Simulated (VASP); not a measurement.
# Sb (I4/mcm) in VASP: a series of runs, part 2 of 2

VASP 6.6.1.

**3. Single point, r2SCAN**

This run uses another cell than the first one, of 34.87 Å³/atom.

The input, POSCAR:

```
Sb
1.0
   -4.1090505274      4.1090505274      2.0652122148
    4.1090505274     -4.1090505274      2.0652122148
    4.1090505274      4.1090505274     -2.0652122148
Sb
4
Direct
    0.6512630600      0.1512630600      0.8025261200
    0.1512630600      0.3487369400      0.5000000000
    0.3487369400      0.8487369400      0.1974738800
    0.8487369400      0.6512630600      0.5000000000
```

The input, INCAR.step1:

```
  PREC = Accurate
  ENCUT = 520
  ISMEAR = -1
  SIGMA = 0.05
  LREAL = F
  LASPH = T
  NELM = 80
  NBANDS = 18
  GGA = PE
  ALGO = Normal
  EDIFF = 1E-4
  LWAVE = T
  LCHARG = F
```

The input, INCAR.step2:

```
  PREC = Accurate
  ENCUT = 520
  EDIFF = 1E-6
  ISMEAR = -1
  SIGMA = 0.05
  LREAL = F
  LASPH = T
  NELM = 80
  ALGO = Normal
  ISIF = 2
  LWAVE = F
  LCHARG = T
  METAGGA = R2SCAN
  LMIXTAU = T
  LELF = T
  LVHAR = T
  NBANDS = 18
  ISTART = 1
```

The input, KPOINTS:

```
regular mesh
0
Gamma
  7 7 7
```

Potentials or basis: VASP PAW PBE potentials, release 64 (Sb).

On the command line:

```console
$ cat potpaw_PBE.64/Sb/POTCAR > POTCAR
$ cp INCAR.step1 INCAR
$ mpirun -np 1 vasp_std > vasp.out
$ cp INCAR.step2 INCAR
$ mpirun -np 1 vasp_std > vasp.out
```

OUTCAR:

```text
PREC = Accurate
   ENCUT = 520
   EDIFF = 1E-6
   ISMEAR = -1
   LREAL = F
   LASPH = T
   NELM = 80
   ISIF = 2
   METAGGA = R2SCAN
   ISTART = 1

 ion  position               nearest neighbor table
   1  0.651  0.151  0.803-   3 3.09   3 3.09   2 3.23   4 3.23   2 3.23   4 3.23   3 3.52
   2  0.151  0.349  0.500-   4 3.09   4 3.09   1 3.23   3 3.23   1 3.23   3 3.23   4 3.52
   3  0.349  0.849  0.197-   1 3.09   1 3.09   2 3.23   4 3.23   4 3.23   2 3.23   1 3.52
   4  0.849  0.651  0.500-   2 3.09   2 3.09   1 3.23   3 3.23   3 3.23   1 3.23   2 3.52

  LATTYP: Found a body centered tetragonal cell.
 ALAT       =     8.2181010548
 C/A-ratio  =     0.5026008322

  Lattice vectors:

 A1 = (  -4.1090505274,   4.1090505274,   2.0652122148)
 A2 = (   4.1090505274,  -4.1090505274,   2.0652122148)
 A3 = (   4.1090505274,   4.1090505274,  -2.0652122148)

Analysis of symmetry for initial positions (statically):
=====================================================================
 Subroutine PRICEL returns:
 Original cell was already a primitive cell.

 Routine SETGRP: Setting up the symmetry group for a
[... 175 lines left out ...]

 val. band max:        5.3704604675   @ k =  -0.1429   0.1429   0.1429
 cond. band min:       5.3834153095   @ k =  -0.2857   0.2857   0.0000
 fundamental gap:      0.0129548420
 Fermi energy:         5.3759543806

 k-point     1 :       0.0000    0.0000    0.0000
  band No.  band energies     occupation
      1      -7.2744      2.00000
      2      -3.9577      2.00000
      3      -2.7392      2.00000
      4      -2.7392      2.00000
      5       0.6366      2.00000
      6       3.7691      2.00000
[... 481 lines left out ...]
      5       1.9698      2.00000
      6       2.7547      2.00000
[... 10 lines left out ...]
     17       9.8913      0.00000
     18      10.6063      0.00000

 [... further k-points ...]

------------------------ aborting loop because EDIFF is reached ----------------------------------------

  FORCE on cell =-STRESS in cart. coord.  units (eV):
  Direction    XX          YY          ZZ          XY          YZ          ZX
  --------------------------------------------------------------------------------------
  -------------------------------------------------------------------------------------
  Total       -1.5822741     -1.5822741     -2.2354234      0.0000000      0.0000000      0.0000000
  in kB      -18.1754284    -18.1754284    -25.6780913      0.0000000      0.0000000      0.0000000
  external PRESSURE =     -20.6763161 kB  Pullay stress =       0.0000000 kB

 VOLUME and BASIS-vectors are now :
 -----------------------------------------------------------------------------
  energy-cutoff  :      520.00
  volume of cell :      139.48
      direct lattice vectors                 reciprocal lattice vectors
    -4.109050527  4.109050527  2.065212215     0.000000000  0.121682612  0.242105870
     4.109050527 -4.109050527  2.065212215     0.121682612  0.000000000  0.242105870
     4.109050527  4.109050527 -2.065212215     0.121682612  0.121682612  0.000000000

 POSITION                                       TOTAL-FORCE (eV/Angst)
 -----------------------------------------------------------------------------------
      1.24310      5.35215     -0.00000        -0.013501     -0.013501      0.000000
      2.86596      1.24310      0.00000         0.013501     -0.013501      0.000000
      2.86596     -1.24310      2.06521         0.013501      0.013501     -0.000000
      1.24310      2.86596      2.06521        -0.013501      0.013501     -0.000000
 -----------------------------------------------------------------------------------
    total drift:                                0.000000     -0.000000     -0.000000

  FREE ENERGIE OF THE ION-ELECTRON SYSTEM (eV)
  ---------------------------------------------------
  free  energy   TOTEN  =      -101.4236260406 eV

  energy  without entropy=     -101.3974284251  energy(sigma->0) =     -101.41052723
```

OSZICAR.step1:

```text
N       E                     dE             d eps       ncg     rms          rms(c)
DAV:   1     0.884581802817E+02    0.88458E+02   -0.66777E+03  1440   0.865E+02
DAV:   2    -0.910032842960E+01   -0.97559E+02   -0.93717E+02  1890   0.147E+02
DAV:   3    -0.154174353339E+02   -0.63171E+01   -0.62100E+01  1808   0.405E+01
DAV:   4    -0.155103641133E+02   -0.92929E-01   -0.92777E-01  1726   0.545E+00
DAV:   5    -0.155125942778E+02   -0.22302E-02   -0.22301E-02  1992   0.934E-01    0.343E+00
DAV:   6    -0.154924082944E+02    0.20186E-01   -0.26721E-02  1622   0.735E-01    0.202E+00
DAV:   7    -0.154873370376E+02    0.50713E-02   -0.37956E-02  1604   0.893E-01    0.136E-01
DAV:   8    -0.154881970564E+02   -0.86002E-03   -0.40252E-03  1532   0.335E-01    0.609E-02
DAV:   9    -0.154886069093E+02   -0.40985E-03   -0.67606E-04  1596   0.133E-01    0.450E-02
DAV:  10    -0.154886799514E+02   -0.73042E-04   -0.75413E-05  1400   0.427E-02
   1 F= -.15488680E+02 E0= -.15474520E+02  d E =-.283209E-01
```

Run time: 11 min. Hardware: 1 thread of Intel Xeon 8259CL, shared host; peak memory 0.39 GiB.

Results:

* Free energy: -101.4236 eV
* Pressure: -2.1 GPa
* Largest force: 0.019 eV/Å
* Band gap on the k mesh: zero (bands 10 and 11 overlap by 1.65 eV)

Forces in eV/Å, atoms in the order of the input:
```
Sb  -0.014 -0.014  0.000
Sb   0.014 -0.014  0.000
Sb   0.014  0.014  0.000
Sb  -0.014  0.014  0.000
```

Stress tensor (GPa, compression positive):
```
-1.82  0.00  0.00
 0.00 -1.82  0.00
 0.00  0.00 -2.57
```

Caveat: the PAW data sets were made with another functional, which shifts forces and pressure a little; spin-orbit coupling is left out, which moves the levels of the heavy elements.
